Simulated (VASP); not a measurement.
# Si (a cell with a defect) in VASP: single point with PBE

Aim: the single point of Si (a cell with a defect) with PBE.

All numbers are computed with VASP 6.6.1; they aren't measurements. Logs are shortened: lines on timing, memory, paths and dates and some standing lists are left out, and cuts for length are marked.

## Step 1: The cell of the first run

The cell holds a defect, 33 atoms: a = 7.590 Å, b = 7.590 Å, c = 12.710 Å, α = 90.00°, β = 90.00°, γ = 120.00°.

## Step 2: Single point, PBE, collinear spin

Input file INCAR:

```
SYSTEM = Si
PREC = Accurate
ENCUT = 520
EDIFF = 1E-7
ISMEAR = 0
SIGMA = 0.05
LREAL = Auto
LASPH = .True.
NELM = 150
ALGO = Normal
ISIF = 2
LWAVE = .False.
LCHARG = .True.
ISPIN = 2
MAGMOM = 0 0 0 0 0 0 0.2 0 0 0 0 0 0 0 0.2 0 0 0 0 0 0.2 0 0.2 0 0 0 0 0 0.2 0 0.2 0 0.2
LORBIT = 11
GGA = PE
LELF = .True.
LVHAR = .True.
NELECT = 131.0
NBANDS = 92
```

Input file KPOINTS:

```
Automatic mesh
0
Gamma
  3 3 1
  0 0 0
```

Input file POSCAR:

```
Si
1.0
    7.5896000000      0.0000000000      0.0000000000
   -3.7948000000      6.5727860000      0.0000000000
    0.0000000000      0.0000000000     12.7099000000
Si
33
Direct
   -0.0022358469     -0.0023231758      0.3952417664
   -0.0035269086      0.4973552275      0.4087545214
    0.4986781796     -0.0002553711      0.4090225998
    0.4982187107      0.4977371284      0.4087726753
   -0.0022035017     -0.0022755912      0.9217727906
   -0.0008405711      0.4989086357      0.9054204593
    0.4979434023     -0.0020347119      0.9050277634
    0.4970102892      0.4986857928      0.9054231508
   -0.0022781940     -0.0021829358      0.1046974767
   -0.0036788292      0.4972134726      0.0912048416
    0.4985289522     -0.0004085633      0.0909490171
    0.4982130673      0.4976303910      0.0912390640
   -0.0025150051     -0.0024882183      0.5781298494
   -0.0010338121      0.4987939744      0.5946151169
    0.4973901771     -0.0027107330      0.5949861597
    0.4969107960      0.4985559182      0.5946578612
    0.1667334776      0.3360999400      0.3424499624
    0.1673811616      0.8288522548      0.3423772666
    0.6642509461      0.3316485630      0.3431979676
    0.6593038518      0.8291339555      0.3424081841
    0.3207475371      0.1599201216      0.8438049459
    0.3314752747      0.6654102996      0.8419822301
    0.8371679888      0.1600767033      0.8437624071
    0.8358744226      0.6745753152      0.8438868036
    0.1668040503      0.3362745852      0.1575762142
    0.1671827907      0.8287229586      0.1574865977
    0.6641797504      0.3314852439      0.1568232085
    0.6592034374      0.8290313295      0.1575113705
    0.3203897993      0.1595683831      0.6562403433
    0.3311120555      0.6648900570      0.6581246060
    0.8368035098      0.1598520484      0.6561743173
    0.8358577880      0.6745567889      0.6563708904
    0.6640227422      0.3304711420      0.7497859176
```

Potentials or basis: VASP PAW PBE potentials, release 64 (Si).

Launch:

```sh
$ cat potpaw_PBE.64/Si/POTCAR > POTCAR
$ mpirun -np 1 vasp_std > vasp.out
```

OUTCAR:

```text
SYSTEM = Si
   PREC = Accurate
   ENCUT = 520
   EDIFF = 1E-7
   ISMEAR = 0
   LREAL = Auto
   LASPH = .True.
   NELM = 150
   ISIF = 2
   ISPIN = 2
   LORBIT = 11
   GGA = PE
   NELECT = 131.0

 ion  position               nearest neighbor table
   1  0.998  0.998  0.395-  17 2.32  18 2.32  20 2.32  13 2.32
   2  0.996  0.497  0.409-  17 2.34  18 2.34  19 2.34  14 2.36
   3  0.499  1.000  0.409-  20 2.34  19 2.34  18 2.34  15 2.36
   4  0.498  0.498  0.409-  20 2.34  17 2.34  19 2.34  16 2.36
   5  0.998  0.998  0.922-   9 2.32  21 2.34  23 2.34  24 2.34
   6  0.999  0.499  0.905-  22 2.33  10 2.36  23 2.36  24 2.36  33 2.96
   7  0.498  0.998  0.905-  22 2.33  21 2.36  23 2.36  11 2.36  33 2.94
   8  0.497  0.499  0.905-  22 2.33  21 2.36  24 2.36  12 2.36  33 2.96
   9  0.998  0.998  0.105-  25 2.32  28 2.32  26 2.32   5 2.32
  10  0.996  0.497  0.091-  25 2.34  26 2.34  27 2.34   6 2.36
  11  0.499  1.000  0.091-  28 2.34  27 2.34  26 2.34   7 2.36
  12  0.498  0.498  0.091-  28 2.34  25 2.34  27 2.34   8 2.36
  13  0.997  0.998  0.578-   1 2.32  29 2.34  31 2.34  32 2.34
  14  0.999  0.499  0.595-  30 2.33  31 2.36  32 2.36   2 2.36  33 2.96
  15  0.497  0.997  0.595-  30 2.33  29 2.36  31 2.36   3 2.36  33 2.94
  16  0.497  0.499  0.595-  30 2.33  29 2.36  32 2.36   4 2.36  33 2.96
  17  0.167  0.336  0.342-   1 2.32   4 2.34   2 2.34  25 2.35
  18  0.167  0.829  0.342-   1 2.32   2 2.34   3 2.34  26 2.35
  19  0.664  0.332  0.343-   3 2.34   4 2.34   2 2.34  27 2.37
  20  0.659  0.829  0.342-   1 2.32   4 2.34   3 2.34  28 2.35
  21  0.321  0.160  0.844-   5 2.34   8 2.36   7 2.36  29 2.38  33 2.55
  22  0.331  0.665  0.842-   8 2.33   7 2.33   6 2.33  30 2.34
  23  0.837  0.160  0.844-   5 2.34   6 2.36   7 2.36  31 2.38  33 2.55
  24  0.836  0.675  0.844-   5 2.34   8 2.36   6 2.36  32 2.38  33 2.56
  25  0.167  0.336  0.158-   9 2.32  12 2.34  10 2.34  17 2.35
  26  0.167  0.829  0.157-   9 2.32  10 2.34  11 2.34  18 2.35
  27  0.664  0.331  0.157-  11 2.34  12 2.34  10 2.34  19 2.37
  28  0.659  0.829  0.158-   9 2.32  12 2.34  11 2.34  20 2.35
  29  0.320  0.160  0.656-  13 2.34  16 2.36  15 2.36  21 2.38  33 2.55
  30  0.331  0.665  0.658-  16 2.33  15 2.33  14 2.33  22 2.34
  31  0.837  0.160  0.656-  13 2.34  14 2.36  15 2.36  23 2.38  33 2.55
  32  0.836  0.675  0.656-  13 2.34  14 2.36  16 2.36  24 2.38  33 2.55
  33  0.664  0.330  0.750-  31 2.55  29 2.55  21 2.55  32 2.55  23 2.55  24 2.56  15 2.94   7 2.94
                            14 2.96  16 2.96   6 2.96   8 2.96

  LATTYP: Found a hexagonal cell.
 ALAT       =     7.5896000000
 C/A-ratio  =     1.6746468852

  Lattice vectors:

 A1 = (   7.5896000000,   0.0000000000,   0.0000000000)
 A2 = (  -3.7948000000,   6.5727860000,   0.0000000000)
 A3 = (   0.0000000000,   0.0000000000,  12.7099000000)

Analysis of symmetry for initial positions (statically):
=====================================================================
 Subroutine PRICEL returns:
 Original cell was already a primitive cell.

 Routine SETGRP: Setting up the symmetry group for a
 hexagonal supercell.

 Subroutine GETGRP returns: Found  1 space group operations
 (whereof  1 operations were pure point group operations)
 out of a pool of 24 trial point group operations.

The static configuration has the point symmetry C_1 .

Analysis of symmetry for dynamics (positions and initial velocities):
=====================================================================
 Subroutine PRICEL returns:
 Original cell was already a primitive cell.

 Routine SETGRP: Setting up the symmetry group for a
 hexagonal supercell.

 Subroutine GETGRP returns: Found  1 space group operations
 (whereof  1 operations were pure point group operations)
 out of a pool of 24 trial point group operations.

The dynamic configuration has the point symmetry C_1 .

Analysis of structural, dynamic, and magnetic symmetry:
=====================================================================
 Subroutine PRICEL returns:
 Original cell was already a primitive cell.

 Routine SETGRP: Setting up the symmetry group for a
 hexagonal supercell.

 Subroutine GETGRP returns: Found  1 space group operations
 (whereof  1 operations were pure point group operations)
 out of a pool of 24 trial point group operations.

The overall configuration has the point symmetry C_1 .

 Subroutine INISYM returns: Found  1 space group operations
[... 128 lines left out ...]
   NGXF,Y,Z  is equivalent  to a cutoff of  24.53, 24.53, 25.11 a.u.
 SYSTEM =  Si
   PREC   = accura    normal or accurate (medium, high low for compatibility)
   ISTART =      0    job   : 0-new  1-cont  2-samecut
   ICHARG =      2    charge: 1-file 2-atom 10-const
   ISPIN  =      2    spin polarized calculation?
   LNONCOLLINEAR =      F non collinear calculations
   LSORBIT =      F    spin-orbit coupling
   LASPH  =      T    aspherical Exc in radial PAW
   ENCUT  =  520.0 eV  38.22 Ry    6.18 a.u.  14.11 14.11 23.63*2*pi/ulx,y,z
   NELM   =    150;   NELMIN=  2; NELMDL= -5     # of ELM steps
   EDIFF  = 0.1E-06   stopping-criterion for ELM
   LREAL  =      T    real-space projection
   EDIFFG = 0.1E-05   stopping-criterion for IOM
   NSW    =      0    number of steps for IOM
   IBRION =     -1    ionic relax: 0-MD 1-quasi-New 2-CG
   NFREE  =      0    steps in history (QN), initial steepest desc. (CG)
   ISIF   =      2    stress and relaxation
   ISYM   =      2    0-nonsym 1-usesym 2-fastsym
   POTIM  = 0.5000    time-step for ionic-motion
   TEBEG  =    0.0;   TEEND  =   0.0 temperature during run
   PSTRESS=    0.0 pullay stress
   NELECT =     131.0000    total number of electrons
   NUPDOWN=      -1.0000    fix difference up-down
   EMIN   =  10.00;   EMAX   =-10.00  energy-range for DOS
   EFERMI =   0.00;   METHOD = LEGACY
   ISMEAR =     0;   SIGMA  =   0.05  broadening in eV -4-tet -1-fermi 0-gaus
   EFERMI_NEDOS =   21; number of points for ismear=-14 and -15
   IALGO  =     38    algorithm
   IMIX   =      4    mixing-type and parameters
     AMIX     =   0.40;   BMIX     =  1.00
     AMIX_MAG =   1.60;   BMIX_MAG =  1.00
  volume/ion in A,a.u.               =      19.21       129.66
  Fermi-wavevector in a.u.,A,eV,Ry     =   0.967821  1.828917 12.744274  0.936678
  Thomas-Fermi vector in A             =   2.097739
   LORBIT       =     11    0 simple, 1 ext, 2 COOP (PROOUT), +10 PAW based schemes
   GGA     = PE    functional components
   LHFCALC =     F    Hartree Fock is set to
   AEXX    =    0.0000 exact exchange contribution
   IVDW    =     0    specifies the selected vdW correction
   LEPSILON=     F    determine dielectric tensor
   LRPA    =     F    only Hartree local field effects (RPA)
 spin polarized calculation
 Gauss-broadening in eV      SIGMA  =   0.05
  energy-cutoff  :      520.00
  volume of cell :      634.03
 maximum number of plane-waves:     17112
   NGX = 29   NGY = 29   NGZ = 47

 number of electron     131.0000003 magnetization       0.0027968

 number of electron     131.0000003 magnetization      -0.0022550

 Free energy of the ion-electron system (eV)
  ---------------------------------------------------
  ext. energy  EPLUGINS =         0.00000000
  ---------------------------------------------------
  free energy    TOTEN  =      -181.86743446 eV

  energy without entropy =     -181.84808526  energy(sigma->0) =     -181.85775986

 E-fermi :   6.6164     XC(G=0):  -9.5631

 val. band max:        6.5787067194   @ k =   0.0000   0.0000   0.0000
 cond. band min:       6.6354063448   @ k =  -0.3333   0.3333   0.0000
 fundamental gap:      0.0566996254
 Fermi energy:         6.6163689214

 spin component 1

 k-point     1 :       0.0000    0.0000    0.0000
  band No.  band energies     occupation
      1      -6.4139      1.00000
      2      -5.2870      1.00000
      3      -5.1062      1.00000
      4      -3.9197      1.00000
      5      -3.9175      1.00000
      6      -3.6548      1.00000
[... 389 lines left out ...]
     76       8.9252      0.00000
     77       8.9354      0.00000
 Fermi energy:         6.6163689214

 spin component 2

 k-point     1 :       0.0000    0.0000    0.0000
  band No.  band energies     occupation
      1      -6.4141      1.00000
      2      -5.2871      1.00000
      3      -5.1062      1.00000
      4      -3.9198      1.00000
      5      -3.9176      1.00000
      6      -3.6548      1.00000
[... 389 lines left out ...]
     76       8.9251      0.00000
     77       8.9354      0.00000
 [bands above 77 left out]

------------------------ aborting loop because EDIFF is reached ----------------------------------------

  FORCE on cell =-STRESS in cart. coord.  units (eV):
  Direction    XX          YY          ZZ          XY          YZ          ZX
  --------------------------------------------------------------------------------------
  -------------------------------------------------------------------------------------
  Total       11.0338431     11.0012917     -4.8328833     -0.0122452     -0.0057594     -0.0078612
  in kB       27.8821894     27.7999329    -12.2125507     -0.0309433     -0.0145540     -0.0198650
  external PRESSURE =      14.4898572 kB  Pullay stress =       0.0000000 kB

 VOLUME and BASIS-vectors are now :
 -----------------------------------------------------------------------------
  energy-cutoff  :      520.00
  volume of cell :      634.03
      direct lattice vectors                 reciprocal lattice vectors
     7.589600000  0.000000000  0.000000000     0.131759249  0.076071243  0.000000000
    -3.794800000  6.572786000  0.000000000     0.000000000  0.152142486  0.000000000
     0.000000000  0.000000000 12.709900000     0.000000000  0.000000000  0.078678825

 POSITION                                       TOTAL-FORCE (eV/Angst)
 -----------------------------------------------------------------------------------
      3.78665      6.55752      5.02348        -0.000488      0.000191     -0.028681
      5.67547      3.26901      5.19523        -0.050410     -0.026121     -0.036647
     -0.00906      6.57111      5.19864        -0.007274      0.053077     -0.032970
      1.89247      3.27152      5.19546         0.050495     -0.034534     -0.030465
      3.78671      6.55783     11.71564        -0.005039     -0.003170     -0.173950
      5.68996      3.27922     11.50780        -0.000748      0.000389      0.153269
[... 25 lines left out ...]
      3.78402      4.43372      8.34241        -0.004207      0.069960     -0.174709
      3.78560      2.17212      9.52970         0.004054     -0.000326      0.001594
 -----------------------------------------------------------------------------------
    total drift:                               -0.009767      0.003241     -0.003590

  FREE ENERGIE OF THE ION-ELECTRON SYSTEM (eV)
  ---------------------------------------------------
  free  energy   TOTEN  =      -181.8674344650 eV

  energy  without entropy=     -181.8480852619  energy(sigma->0) =     -181.85775986

 total charge

# of ion       s       p       d       tot
------------------------------------------
    1        0.751   0.954   0.000   1.705
    2        0.750   0.941   0.000   1.691
    3        0.750   0.940   0.000   1.690
    4        0.750   0.941   0.000   1.691
    5        0.773   0.924   0.000   1.697
    6        0.752   0.925   0.000   1.677
[... 25 lines left out ...]
   32        0.753   0.927   0.000   1.679
   33        0.908   0.660   0.000   1.568
--------------------------------------------------
tot         24.975  30.627   0.000  55.603

 magnetization (x)

# of ion       s       p       d       tot
------------------------------------------
    1       -0.000  -0.000   0.000  -0.000
    2       -0.000  -0.000   0.000  -0.000
    3       -0.000  -0.000   0.000  -0.000
    4       -0.000  -0.000   0.000  -0.000
    5       -0.000  -0.000   0.000  -0.000
    6       -0.000  -0.000   0.000  -0.000
[... 25 lines left out ...]
   32       -0.000  -0.000   0.000  -0.000
   33       -0.000  -0.000   0.000  -0.000
--------------------------------------------------
tot         -0.000  -0.000   0.000  -0.001
```

Wall time 16 min (1 thread of Intel Xeon 6975P-C (Granite Rapids), shared host); peak memory 1 GiB.

Results:

| Item | Value |
| --- | --- |
| Free energy | -181.8674 eV |
| Largest force | 0.188 eV/Å |
| Net moment | 0.00 μB per cell |
| Valence electrons inside the program's atomic spheres | Si 1.71, 1.69, 1.70, 1.68, 1.57 (each value once) |

Forces in eV/Å, atoms in the order of the input:
```
Si   0.000  0.000 -0.029
Si  -0.050 -0.026 -0.037
Si  -0.007  0.053 -0.033
Si   0.050 -0.035 -0.030
Si  -0.005 -0.003 -0.174
Si  -0.001  0.000  0.153
Si   0.003 -0.012  0.170
Si   0.001  0.005  0.159
Si   0.001  0.002  0.027
Si  -0.048 -0.025  0.042
Si  -0.007  0.058  0.036
Si   0.051 -0.034  0.034
Si  -0.003 -0.001  0.186
Si  -0.005 -0.003 -0.163
Si   0.004  0.005 -0.171
Si   0.011 -0.002 -0.164
Si  -0.002  0.009  0.173
Si   0.000 -0.004  0.177
Si   0.010  0.006  0.085
Si  -0.001 -0.003  0.171
Si  -0.057 -0.034  0.165
Si  -0.003  0.000 -0.020
Si   0.050 -0.033  0.165
Si   0.003  0.063  0.164
Si  -0.003 -0.002 -0.171
Si  -0.006  0.001 -0.176
Si   0.007  0.004 -0.083
Si   0.004  0.001 -0.170
Si  -0.054 -0.028 -0.171
Si   0.000  0.005  0.027
Si   0.055 -0.039 -0.168
Si  -0.004  0.070 -0.175
Si   0.004  0.000  0.002
```

Levels at points of the mesh, in eV from the Fermi level:
Spin up:
```
           k point  band 62  band 63  band 64  band 65  band 66  band 67  band 68  band 69
(0.00, 0.00, 0.00)    -0.97    -0.66    -0.22    -0.22    -0.21    -0.04    -0.04     0.21
```
Spin down:
| k point | band 61 | band 62 | band 63 | band 64 | band 65 | band 66 | band 67 | band 68 | band 69 | band 70 |
| --- | --- | --- | --- | --- | --- | --- | --- | --- | --- | --- |
| (0.00, 0.00, 0.00) | -0.97 | -0.97 | -0.66 | -0.22 | -0.22 | -0.21 | -0.04 | -0.04 | 0.21 | 0.22 |

Caveat: the k points lie up to 0.49 Å⁻¹ apart; the cell carries a net charge on a neutralising background, which shifts energy and pressure; the cell is charged against a uniform background, so pressure and absolute levels hang on convention.
